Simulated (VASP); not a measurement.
Set up this calculation in VASP 6.6.1, as the native input.

* Task: single point
* Functional: r2SCAN
* Potentials or basis: VASP PAW PBE potentials, release 64 (Na_pv, I)
* Cutoff: 520 eV
* k mesh: 2 × 2 × 2
* Occupations: fermi-dirac, width 0.146 eV
* Spin: no spin polarisation
* Dipole correction: no
* Further INCAR settings: LREAL = Auto; ALGO = Normal; EDIFF = 1e-06; NBANDS = 70

Crystal: NaI.

```
CELL_PARAMETERS angstrom
0.00000 6.45944 6.45944
6.45944 0.00000 6.45944
6.45944 6.45944 0.00000
ATOMIC_POSITIONS crystal
Na 0.00595 0.99815 0.99685
Na 0.99190 0.99749 0.49996
Na 0.99902 0.49992 0.99208
Na 0.00104 0.50070 0.49475
Na 0.49668 0.99952 0.00893
Na 0.48912 0.00587 0.49910
Na 0.50787 0.49812 0.00108
Na 0.50093 0.49985 0.50597
I 0.24777 0.24842 0.25224
I 0.24796 0.24891 0.75038
I 0.24952 0.75082 0.24889
I 0.24877 0.74817 0.75299
I 0.75393 0.25018 0.24782
I 0.74982 0.25238 0.75072
I 0.75382 0.74782 0.24729
I 0.74977 0.75337 0.74990
```

One way to write it, as run:

POSCAR

```
NaI
1.0
    0.0000000000      6.4594410906      6.4594410906
    6.4594410906      0.0000000000      6.4594410906
    6.4594410906      6.4594410906      0.0000000000
Na I
8 8
Direct
    0.0059497408     -0.0018492312     -0.0031547621
   -0.0080995398     -0.0025120594      0.4999564908
   -0.0009801932      0.4999176329     -0.0079218154
    0.0010449821      0.5006990473      0.4947482228
    0.4966846133     -0.0004803821      0.0089258497
    0.4891222717      0.0058662196      0.4991044047
    0.5078697141      0.4981230504      0.0010819048
    0.5009273952      0.4998472708      0.5059721041
    0.2477665602      0.2484184742      0.2522390834
    0.2479559729      0.2489113187      0.7503828786
    0.2495206594      0.7508174364      0.2488853103
    0.2487658727      0.7481744058      0.7529875158
    0.7539297025      0.2501836424      0.2478196608
    0.7498202913      0.2523753955      0.7507231558
    0.7538215662      0.7478156287      0.2472915191
    0.7497746991      0.7533739269      0.7499041221
```

INCAR.step1

```
SYSTEM = NaI
ALGO     = Normal         ! electronic algorithm
EDIFF    = 1E-4           ! SCF threshold, eV
ENCUT    = 520            ! plane-wave cutoff, eV
GGA      = PE             ! functional
ISMEAR   = -1             ! smearing method
LASPH    = .TRUE.         ! aspherical terms in the spheres
LCHARG   = .FALSE.        ! write CHGCAR
LREAL    = Auto         
LWAVE    = .TRUE.         ! write WAVECAR
NBANDS   = 70             ! bands
NELM     = 80             ! most SCF steps
PREC     = Accurate       ! precision mode
SIGMA    = 0.146          ! smearing width, eV
```

INCAR.step2

```
SYSTEM = NaI
ALGO     = Normal         ! electronic algorithm
EDIFF    = 1E-6           ! SCF threshold, eV
ENCUT    = 520            ! plane-wave cutoff, eV
ISIF     = 2              ! what is computed and relaxed
ISMEAR   = -1             ! smearing method
ISTART   = 1            
LASPH    = .TRUE.         ! aspherical terms in the spheres
LCHARG   = .FALSE.        ! write CHGCAR
LMIXTAU  = .TRUE.       
LREAL    = Auto         
LWAVE    = .FALSE.        ! write WAVECAR
METAGGA  = R2SCAN         ! meta-GGA
NBANDS   = 70             ! bands
NELM     = 80             ! most SCF steps
PREC     = Accurate       ! precision mode
SIGMA    = 0.146          ! smearing width, eV
```

KPOINTS

```
k-points
0
G
  2 2 2
  0 0 0
```

Potentials or basis: VASP PAW PBE potentials, release 64 (Na_pv, I).

The run is started by

```sh
$ cat potpaw_PBE.64/Na_pv/POTCAR potpaw_PBE.64/I/POTCAR > POTCAR
$ cp INCAR.step1 INCAR
$ mpirun -np 1 vasp_std > vasp.out
$ cp INCAR.step2 INCAR
$ mpirun -np 1 vasp_std > vasp.out
```

It gave:

* Pressure: 0.0 GPa
* Largest force: 0.111 eV/Å
* Band gap on the k mesh: 4.45 eV

Caveat: the k points lie up to 0.42 Å⁻¹ apart; the PAW data sets were made with another functional, which shifts forces and pressure a little; spin-orbit coupling is left out, which moves the levels of the heavy elements.

Wall time 13 min on 1 thread of Intel(R) Xeon(R) 6975P-C (Granite Rapids) (shared host), peak memory 0.86 GiB.
